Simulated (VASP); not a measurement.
Write the native input for VASP 6.6.1 that does the following.

| Property | Result |
| --- | --- |
| Task | single point |
| Functional | PBEsol |
| Potentials or basis | VASP PAW PBE potentials, release 64 (Co) |
| Cutoff | 520 eV |
| k mesh | 3 × 3 × 1 |
| Occupations | fermi-dirac, width 0.1 eV |
| Spin | collinear spin, ferromagnetic start |
| Starting moments | [1.8, 1.8, 1.8, 1.8, 1.8, 1.8, 1.8, 1.8, 1.8, 1.8, 1.8, 1.8] μB |
| Dipole correction | no |
| Further INCAR settings | ALGO = Normal; EDIFF = 1e-06; NBANDS = 70 |

The structure of Co lies in POSCAR:

```
Co
1.0
    5.0200000000      0.0000000000      0.0000000000
    2.5100000000      4.3474480000      0.0000000000
    0.0000000000      0.0000000000     16.0712200000
Co
12
Direct
    0.0000000000      0.0000000000      0.0622230297
    0.5000000000      0.0000000000      0.0622230297
    0.0000027602      0.4999944795      0.0622230297
    0.5000027602      0.4999944795      0.0622230297
   -0.0579453055      0.2158507704      0.1757987259
    0.3836929015      0.3003831213      0.1847090638
   -0.1358443574      0.8016887149      0.1842735026
    0.3680208301      0.8392969853      0.2198028526
    0.0759567129      0.0958953391      0.3393830711
    0.5559026935      0.0265213063      0.3199072628
    0.1488636854      0.5511969321      0.3160743242
    0.6155790193      0.4997184555      0.3110342588
```

These files were run (other wordings do the same):

INCAR

```
SYSTEM = Co
  ALGO = Normal
  EDIFF = 1E-6
  ENCUT = 520
  GGA = PS
  ISIF = 2
  ISMEAR = -1
  ISPIN = 2
  LASPH = .TRUE.
  LCHARG = .FALSE.
  LMAXMIX = 4
  LORBIT = 11
  LREAL = .FALSE.
  LWAVE = .FALSE.
  MAGMOM = 1.8 1.8 1.8 1.8 1.8 1.8 1.8 1.8 1.8 1.8 1.8 1.8
  NBANDS = 70
  NELM = 150
  PREC = Accurate
  SIGMA = 0.1
```

KPOINTS

```
k-points
0
G
  3 3 1
  0 0 0
```

Potentials or basis: VASP PAW PBE potentials, release 64 (Co).

Run with:

```bash
$ cat potpaw_PBE.64/Co/POTCAR > POTCAR
$ mpirun -np 1 vasp_std > vasp.out
```

It gave:

| Item | Value |
| --- | --- |
| Largest force | 3.757 eV/Å |
| Net moment | 21.13 μB per cell |
| Site moments | Co +1.74, +1.78, +1.75, +1.83, +1.71, +1.73, +1.86, +1.76, +1.80 (each value once) μB |
| Valence electrons inside the program's atomic spheres | Co 8.20, 8.06, 8.11, 8.02, 8.34, 8.23, 8.37, 8.07, 8.13, 8.08 (each value once) |

Caveat: the k points lie up to 0.48 Å⁻¹ apart; the atoms stand as in a frame of molecular dynamics; there is no dipole correction, which matters where the two faces differ; the PAW data sets were made with another functional, which shifts forces and pressure a little.

Wall time 33 min on 1 thread of Intel Xeon 8259CL, with other jobs on the host, peak memory 0.69 GiB.
